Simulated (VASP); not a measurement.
Runs of VASP 6.6.1 on HfB2. The structure is that of space group P6/mmm (No. 191), or close to it. The cells are those of the table. 

```tsv
cell	gap on the mesh (eV)	pressure (GPa)
a = 3.112, b = 3.112, c = 3.449 Å, angles 90.0, 90.0, 120.0°, 3 atoms	none	8.3
a = 3.195, b = 3.195, c = 3.541 Å, angles 90.0, 90.0, 120.0°, 3 atoms	none	(a)
a = 3.168, b = 3.168, c = 3.511 Å, angles 90.0, 90.0, 120.0°, 3 atoms	none	-5.5
a = 3.083, b = 3.083, c = 3.417 Å, angles 90.0, 90.0, 120.0°, 3 atoms	none	(b)
a = 3.054, b = 3.054, c = 3.385 Å, angles 90.0, 90.0, 120.0°, 3 atoms	none	26.2
```

Alike in all rows: task single point; level PBE; potentials or basis VASP PAW PBE potentials, release 64 (Hf_pv, B); no spin polarisation; k mesh 11 × 11 × 8; cutoff (eV) 520; smearing fermi-dirac 0.1 eV.

Q: Estimate the missing entries.

A: (a) -11.1; (b) 16.7.

Caveats: spin-orbit coupling is left out, which moves the levels of the heavy elements.

A k mesh can miss the band edges, and the runs leave out spin-orbit coupling on Hf.

A gap of «none» marks levels without a gap at the run's occupations.
